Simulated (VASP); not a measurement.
# MgI2 (CdI2 type) (P-3m1) in VASP: settings compared

The runs below take MgI2 (CdI2 type) through electric field gradients, with PBE, PBE+D3(BJ).

All numbers are computed with VASP 6.6.1; they aren't measurements. Logs are shortened: lines on timing, memory, paths and dates and some standing lists are left out, and cuts for length are marked.

## Step 1: The cell of the first run

The structure is trigonal, space group P-3m1 (No. 164). The conventional cell has a = 4.207 Å, b = 4.207 Å, c = 7.850 Å, α = 90.00°, β = 90.00°, γ = 120.00°. Within 3.9 Å of Mg (site symmetry -3m) lie 6 I at 2.95 Å. I (site symmetry 3m) has 3 Mg at 2.95 Å within 3.9 Å.

## Step 2: Electric field gradients, PBE

Input file INCAR:

```
PREC = Accurate
ENCUT = 520
EDIFF = 1E-8
ISMEAR = -1
SIGMA = 0.05
LREAL = F
LASPH = T
NELM = 60
ALGO = Normal
ISIF = 2
LWAVE = F
LCHARG = F
GGA = PE
LEFG = T
NBANDS = 15
```

Input file KPOINTS:

```
regular mesh
0
Gamma
  10 10 5
```

Input file POSCAR:

```
MgI2
1.0
    4.2073279107      0.0000000000      0.0000000000
   -2.1036639553      3.6436528527      0.0000000000
    0.0000000000      0.0000000000      7.8497466096
Mg I
1 2
Direct
    0.0000000000      0.0000000000      0.0000000000
    0.3333333333      0.6666666667      0.2131901454
    0.6666666667      0.3333333333      0.7868098546
```

Potentials or basis: VASP PAW PBE potentials, release 64 (Mg, I).

Run with:

```console
$ cat potpaw_PBE.64/Mg/POTCAR potpaw_PBE.64/I/POTCAR > POTCAR
$ mpirun -np 1 vasp_std > vasp.out
```

OUTCAR:

```text
PREC = Accurate
   ENCUT = 520
   EDIFF = 1E-8
   ISMEAR = -1
   LREAL = F
   LASPH = T
   NELM = 60
   ISIF = 2
   GGA = PE

 ion  position               nearest neighbor table
   1  0.000  0.000  0.000-   2 2.95   3 2.95   2 2.95   3 2.95   3 2.95   2 2.95
   2  0.333  0.667  0.213-   1 2.95   1 2.95   1 2.95
   3  0.667  0.333  0.787-   1 2.95   1 2.95   1 2.95

  LATTYP: Found a hexagonal cell.
 ALAT       =     4.2073279107
 C/A-ratio  =     1.8657320694

  Lattice vectors:

 A1 = (   4.2073279107,   0.0000000000,   0.0000000000)
 A2 = (  -2.1036639553,   3.6436528527,   0.0000000000)
 A3 = (   0.0000000000,   0.0000000000,   7.8497466096)

Analysis of symmetry for initial positions (statically):
=====================================================================
 Subroutine PRICEL returns:
 Original cell was already a primitive cell.

 Routine SETGRP: Setting up the symmetry group for a
 hexagonal supercell.

 Subroutine GETGRP returns: Found 12 space group operations
 (whereof 12 operations were pure point group operations)
 out of a pool of 24 trial point group operations.

The static configuration has the point symmetry D_3d.

Analysis of symmetry for dynamics (positions and initial velocities):
=====================================================================
 Subroutine PRICEL returns:
 Original cell was already a primitive cell.

 Routine SETGRP: Setting up the symmetry group for a
 hexagonal supercell.

 Subroutine GETGRP returns: Found 12 space group operations
 (whereof 12 operations were pure point group operations)
 out of a pool of 24 trial point group operations.

The dynamic configuration has the point symmetry D_3d.

 Subroutine INISYM returns: Found 12 space group operations
 (whereof 12 operations are pure point group operations),
 and found     1 'primitive' translations

----------------------------------------------------------------------------------------

                                     Primitive cell

  volume of cell :     120.3369

  direct lattice vectors                    reciprocal lattice vectors
     4.207327911  0.000000000  0.000000000     0.237680547  0.137224928  0.000000000
    -2.103663955  3.643652853  0.000000000     0.000000000  0.274449856  0.000000000
     0.000000000  0.000000000  7.849746610     0.000000000  0.000000000  0.127392647

  length of vectors
     4.207327911  4.207327911  7.849746610     0.274449856  0.274449856  0.127392647

  position of ions in fractional coordinates (direct lattice)
     0.000000000  0.000000000  0.000000000
     0.333333333  0.666666667  0.213190145
     0.666666667  0.333333333  0.786809855

  ion indices of the primitive-cell ions
   primitive index   ion index
                 1           1
                 2           2
                 3           3

----------------------------------------------------------------------------------------

 KPOINTS: regular mesh

Automatic generation of k-mesh.
 Grid dimensions read from file:
 generate k-points for:   10   10    5

 Generating k-lattice:

  Cartesian coordinates                     Fractional coordinates (reciprocal lattice)
     0.023768055  0.013722493  0.000000000     0.100000000 -0.000000000  0.000000000
     0.000000000  0.027444986  0.000000000     0.000000000  0.100000000  0.000000000
     0.000000000  0.000000000  0.025478529     0.000000000  0.000000000  0.200000000

  Length of vectors
     0.027444986  0.027444986  0.025478529

  Shift w.r.t. Gamma in fractional coordinates (k-lattice)
     0.000000000  0.000000000  0.000000000

 Subroutine IBZKPT returns following result:
 ===========================================

 Found     58 irreducible k-points:

 Following reciprocal coordinates:
            Coordinates               Weight
  0.000000  0.000000  0.000000      1.000000
  0.100000 -0.000000  0.000000      6.000000
  0.200000 -0.000000  0.000000      6.000000
  0.300000 -0.000000  0.000000      6.000000
  0.400000 -0.000000  0.000000      6.000000
  0.500000 -0.000000  0.000000      3.000000
[... 16 lines left out ...]
  0.000000  0.400000  0.200000      6.000000
  0.500000 -0.000000  0.200000      6.000000
 [... further k-points ...]
   k-points           NKPTS =     58   k-points in BZ     NKDIM =     58   number of bands    NBANDS=     15
   number of dos      NEDOS =    301   number of ions     NIONS =      3
   total plane-waves  NPLWV =  61440
   dimension x,y,z NGX =    32 NGY =   32 NGZ =   60
   dimension x,y,z NGXF=    64 NGYF=   64 NGZF=  120
   ions per type =               1   2
   NGX,Y,Z   is equivalent  to a cutoff of  12.64, 12.64, 12.71 a.u.
   NGXF,Y,Z  is equivalent  to a cutoff of  25.29, 25.29, 25.41 a.u.
 SYSTEM =  unknown system
   PREC   = accura    normal or accurate (medium, high low for compatibility)
   ISTART =      0    job   : 0-new  1-cont  2-samecut
   ICHARG =      2    charge: 1-file 2-atom 10-const
   ISPIN  =      1    spin polarized calculation?
   LNONCOLLINEAR =      F non collinear calculations
   LSORBIT =      F    spin-orbit coupling
   LASPH  =      T    aspherical Exc in radial PAW
   ENCUT  =  520.0 eV  38.22 Ry    6.18 a.u.   7.82  7.82 14.60*2*pi/ulx,y,z
   NELM   =     60;   NELMIN=  2; NELMDL= -5     # of ELM steps
   EDIFF  = 0.1E-07   stopping-criterion for ELM
   LREAL  =      F    real-space projection
   EDIFFG = 0.1E-06   stopping-criterion for IOM
   NSW    =      0    number of steps for IOM
   IBRION =     -1    ionic relax: 0-MD 1-quasi-New 2-CG
   NFREE  =      0    steps in history (QN), initial steepest desc. (CG)
   ISIF   =      2    stress and relaxation
   ISYM   =      2    0-nonsym 1-usesym 2-fastsym
   POTIM  = 0.5000    time-step for ionic-motion
   TEBEG  =    0.0;   TEEND  =   0.0 temperature during run
   PSTRESS=    0.0 pullay stress
   NELECT =      16.0000    total number of electrons
   NUPDOWN=      -1.0000    fix difference up-down
   EMIN   =  10.00;   EMAX   =-10.00  energy-range for DOS
   EFERMI =   0.00;   METHOD = LEGACY
   ISMEAR =    -1;   SIGMA  =   0.05  broadening in eV -4-tet -1-fermi 0-gaus
   EFERMI_NEDOS =   21; number of points for ismear=-14 and -15
   IALGO  =     38    algorithm
   IMIX   =      4    mixing-type and parameters
     AMIX     =   0.40;   BMIX     =  1.00
     AMIX_MAG =   1.60;   BMIX_MAG =  1.00
  volume/ion in A,a.u.               =      40.11       270.69
  Fermi-wavevector in a.u.,A,eV,Ry     =   0.835568  1.578995  9.499234  0.698174
  Thomas-Fermi vector in A             =   1.949148
   LORBIT       =      0    0 simple, 1 ext, 2 COOP (PROOUT), +10 PAW based schemes
   GGA     = PE    functional components
   LHFCALC =     F    Hartree Fock is set to
   AEXX    =    0.0000 exact exchange contribution
   IVDW    =     0    specifies the selected vdW correction
   LEPSILON=     F    determine dielectric tensor
   LRPA    =     F    only Hartree local field effects (RPA)
 non-spin polarized calculation
  energy-cutoff  :      520.00
  volume of cell :      120.34
 maximum number of plane-waves:      3256
   NGX = 15   NGY = 15   NGZ = 29

 number of electron      16.0000000 magnetization

 Free energy of the ion-electron system (eV)
  ---------------------------------------------------
  ext. energy  EPLUGINS =         0.00000000
  ---------------------------------------------------
  free energy    TOTEN  =        -7.73976931 eV

  energy without entropy =       -7.73976931  energy(sigma->0) =       -7.73976931

 E-fermi :   1.9465     XC(G=0):  -7.4108

 val. band max:        0.8868809555   @ k =   0.0000   0.0000   0.0000
 cond. band min:       4.4964329174   @ k =   0.5000  -0.0000   0.4000
 fundamental gap:      3.6095519619
 Fermi energy:         1.9464728131

 k-point     1 :       0.0000    0.0000    0.0000
  band No.  band energies     occupation
      1     -10.8607      2.00000
      2     -10.3287      2.00000
      3      -2.0988      2.00000
      4       0.5947      2.00000
      5       0.6031      2.00000
      6       0.6031      2.00000
      7       0.8869      2.00000
      8       0.8869      2.00000
      9       4.5965      0.00000
     10       5.7864      0.00000
     11       7.5812      0.00000
     12       7.5812      0.00000
     13       7.8025      0.00000
     14       9.0394      0.00000
[... 401 lines left out ...]
      2     -10.0959      2.00000
      3      -2.4609      2.00000
      4      -1.8196      2.00000
      5      -0.4192      2.00000
      6      -0.2431      2.00000
      7       0.2615      2.00000
      8       0.4803      2.00000
      9       4.5204      0.00000
     10       6.2648      0.00000
     11       6.8106      0.00000
     12       7.7224      0.00000
     13       8.2431      0.00000
     14       9.5145      0.00000
     15      10.4920      0.00000

 [... further k-points ...]
[... 5 lines left out ...]
  --------------------------------------------------------------------------------------
  -------------------------------------------------------------------------------------
  Total       -0.0487882     -0.0487882     -0.0392951     -0.0000000      0.0000000      0.0000000
  in kB       -0.6495708     -0.6495708     -0.5231792     -0.0000000      0.0000000      0.0000000
  external PRESSURE =      -0.6074402 kB  Pullay stress =       0.0000000 kB

 VOLUME and BASIS-vectors are now :
 -----------------------------------------------------------------------------
  energy-cutoff  :      520.00
  volume of cell :      120.34
      direct lattice vectors                 reciprocal lattice vectors
     4.207327911  0.000000000  0.000000000     0.237680547  0.137224928  0.000000000
    -2.103663955  3.643652853  0.000000000     0.000000000  0.274449856  0.000000000
     0.000000000  0.000000000  7.849746610     0.000000000  0.000000000  0.127392647

 POSITION                                       TOTAL-FORCE (eV/Angst)
 -----------------------------------------------------------------------------------
      0.00000      0.00000      0.00000         0.000000      0.000000      0.000000
     -0.00000      2.42910      1.67349         0.000000      0.000000     -0.012466
      2.10366      1.21455      6.17626        -0.000000     -0.000000      0.012466
 -----------------------------------------------------------------------------------
    total drift:                               -0.000000      0.000000     -0.000000

  FREE ENERGIE OF THE ION-ELECTRON SYSTEM (eV)
  ---------------------------------------------------
  free  energy   TOTEN  =        -7.7397693072 eV

  energy  without entropy=       -7.7397693071  energy(sigma->0) =       -7.73976931

 Electric field gradients (V/A^2)
---------------------------------------------------------------------
 ion       V_xx      V_yy      V_zz      V_xy      V_xz      V_yz
---------------------------------------------------------------------
   1      -0.180    -0.180     0.361    -0.000     0.000    -0.000
   2      26.535    26.534   -53.069    -0.000     0.000    -0.000
   3      26.535    26.534   -53.069    -0.000     0.000    -0.000
---------------------------------------------------------------------

 Electric field gradients after diagonalization (V/A^2)
 (convention: |V_zz| > |V_xx| > |V_yy|)
----------------------------------------------------------------------
 ion       V_xx      V_yy      V_zz     asymmetry (V_yy - V_xx)/ V_zz
----------------------------------------------------------------------
   1      -0.180    -0.180     0.361       0.000
   2      26.535    26.534   -53.069       0.000
   3      26.535    26.534   -53.069       0.000
----------------------------------------------------------------------

           NMR quadrupolar parameters

 Cq : quadrupolar parameter    Cq=e*Q*V_zz/h
 eta: asymmetry parameters     (V_yy - V_xx)/ V_zz
 Q  : nuclear electric quadrupole moment in mb (millibarn)
----------------------------------------------------------------------
 ion       Cq(MHz)       eta       Q (mb)
----------------------------------------------------------------------
   1       0.001       0.000       1.000
   2      -0.128       0.000       1.000
   3      -0.128       0.000       1.000
----------------------------------------------------------------------
```

Run time: 1.8 min. Hardware: 1 thread of Intel Xeon Platinum 8488C (Sapphire Rapids), shared host; peak memory 0.3 GiB.

What came out:

```
Free energy                             : -7.7398 eV
Pressure                                : -0.1 GPa
Largest force                           : 0.012 eV/Å
Band gap on the k mesh                  : 3.61 eV (least direct gap 3.71 eV)
Largest electric field gradient by atom : Mg +0.4; I -53.1 V/Å²
```

Forces on the atoms (eV/Å):
```
Mg   0.000  0.000  0.000
I    0.000  0.000 -0.012
I    0.000  0.000  0.012
```

Electric field gradients, principal values (V/Å²):
```tsv
atom	least	middle	greatest (by size)
1 Mg	-0.180	-0.180	0.361
2 I	26.534	26.535	-53.069
3 I	26.534	26.535	-53.069
```

Caveat: without QUAD_EFG the Cq values of the log hold for a quadrupole moment of 1 mb, not for the nuclei; spin-orbit coupling is left out, which moves the levels of the heavy elements; this functional lacks dispersion, which binds layers or chains, so the pressure and a relaxed spacing across them are unreliable. A k mesh can miss the band edges.

## Step 3: Electric field gradients, PBE+D3(BJ)

Input file INCAR:

```
PREC = Accurate ; ENCUT = 520
EDIFF = 1E-8 ; ISMEAR = -1
SIGMA = 0.05 ; LREAL = False
LASPH = True ; NELM = 100
ALGO = Normal ; ISIF = 2
LWAVE = False ; LCHARG = False
GGA = PE ; IVDW = 12
LEFG = True ; ISYM = 0
NBANDS = 15
```

KPOINTS is that of step 2.

POSCAR is that of step 2.

Potentials or basis: VASP PAW PBE potentials, release 64 (Mg, I).

Run with:

```console
$ cat potpaw_PBE.64/Mg/POTCAR potpaw_PBE.64/I/POTCAR > POTCAR
$ mpirun -np 1 vasp_std > vasp.out
```

OUTCAR:

```text
PREC = Accurate
   ENCUT = 520
   EDIFF = 1E-8
   ISMEAR = -1
   LREAL = False
   LASPH = True
   NELM = 100
   ISIF = 2
   GGA = PE
   IVDW = 12
   ISYM = 0
 IVDW          = 12

 ion  position               nearest neighbor table
   1  0.000  0.000  0.000-   2 2.95   3 2.95   2 2.95   3 2.95   3 2.95   2 2.95
   2  0.333  0.667  0.213-   1 2.95   1 2.95   1 2.95
   3  0.667  0.333  0.787-   1 2.95   1 2.95   1 2.95

IMPORTANT INFORMATION: All symmetrisations will be switched off!
NOSYMM: (Re-)initialisation of all symmetry stuff for point group C_1.

----------------------------------------------------------------------------------------
[... 622 lines left out ...]
 ion       V_xx      V_yy      V_zz      V_xy      V_xz      V_yz
---------------------------------------------------------------------
   1      -0.180    -0.180     0.361     0.000    -0.000     0.000
   2      26.535    26.534   -53.069    -0.000     0.000    -0.000
   3      26.535    26.534   -53.069    -0.000     0.000    -0.000
---------------------------------------------------------------------

 Electric field gradients after diagonalization (V/A^2)
 (convention: |V_zz| > |V_xx| > |V_yy|)
----------------------------------------------------------------------
 ion       V_xx      V_yy      V_zz     asymmetry (V_yy - V_xx)/ V_zz
----------------------------------------------------------------------
   1      -0.180    -0.180     0.361       0.000
   2      26.535    26.534   -53.069       0.000
   3      26.535    26.534   -53.069       0.000
----------------------------------------------------------------------

           NMR quadrupolar parameters

 Cq : quadrupolar parameter    Cq=e*Q*V_zz/h
 eta: asymmetry parameters     (V_yy - V_xx)/ V_zz
 Q  : nuclear electric quadrupole moment in mb (millibarn)
----------------------------------------------------------------------
 ion       Cq(MHz)       eta       Q (mb)
----------------------------------------------------------------------
   1       0.001       0.000       1.000
   2      -0.128       0.000       1.000
   3      -0.128       0.000       1.000
----------------------------------------------------------------------
```

stdout:

```text
POSCAR found type information on POSCAR MgI
 POSCAR found :  2 types and       3 ions
 scaLAPACK will be used
 LDA part: xc-table for (Slater+PW92), standard interpolation
 POSCAR, INCAR and KPOINTS ok, starting setup
 FFT: planning ... GRIDC
 FFT: planning ... GRID_SOFT
 FFT: planning ... GRID
 WAVECAR not read
 entering main loop
ion   1

     0.0000337    -0.0000028    -0.0000002    -0.3047425     0.0000004     0.0000016
     0.0000464    -0.0000028    -0.0000002    -0.3047423     0.0000004     0.0000016
     0.0000638    -0.0000028    -0.0000002    -0.3047420     0.0000004     0.0000016
     0.0000879    -0.0000028    -0.0000002    -0.3047414     0.0000004     0.0000016

ion   2

     0.0000584     0.0000299     0.0000077    42.0282008    -0.0000126    -0.0000177
     0.0000804     0.0000299     0.0000077    42.0231795    -0.0000126    -0.0000177
     0.0001108     0.0000299     0.0000077    42.0152536    -0.0000126    -0.0000177
     0.0001525     0.0000299     0.0000077    42.0027964    -0.0000126    -0.0000177

ion   3

     0.0000584     0.0000306     0.0000066    42.0281994    -0.0000106    -0.0000170
     0.0000804     0.0000306     0.0000066    42.0231782    -0.0000106    -0.0000170
     0.0001108     0.0000306     0.0000066    42.0152523    -0.0000106    -0.0000170
     0.0001525     0.0000306     0.0000066    42.0027951    -0.0000106    -0.0000170
```

It took 5.6 min on 1 thread of Intel Xeon Platinum 8559C (Emerald Rapids), shared host; peak memory 0.61 GiB.

What came out:

```yaml
Free_energy: -8.5371 eV
Pressure: -1.2 GPa
Largest_force: 0.039 eV/Å
Band_gap_on_the_k_mesh: 3.61 eV (least direct gap 3.71 eV)
Largest_electric_field_gradient_by_atom: Mg +0.4; I -53.1 V/Å²
Dispersion_energy_per_atom: -0.266 eV
```

Forces in eV/Å, atoms in the order of the input:
```
Mg   0.000  0.000  0.000
I    0.000  0.000 -0.039
I    0.000  0.000  0.039
```

Electric field gradients, principal values (V/Å²):
| atom | least | middle | greatest (by size) |
| --- | --- | --- | --- |
| 1 Mg | -0.180 | -0.180 | 0.361 |
| 2 I | 26.534 | 26.535 | -53.069 |
| 3 I | 26.534 | 26.535 | -53.069 |

Caveat: without QUAD_EFG the Cq values of the log hold for a quadrupole moment of 1 mb, not for the nuclei; spin-orbit coupling is left out, which moves the levels of the heavy elements.
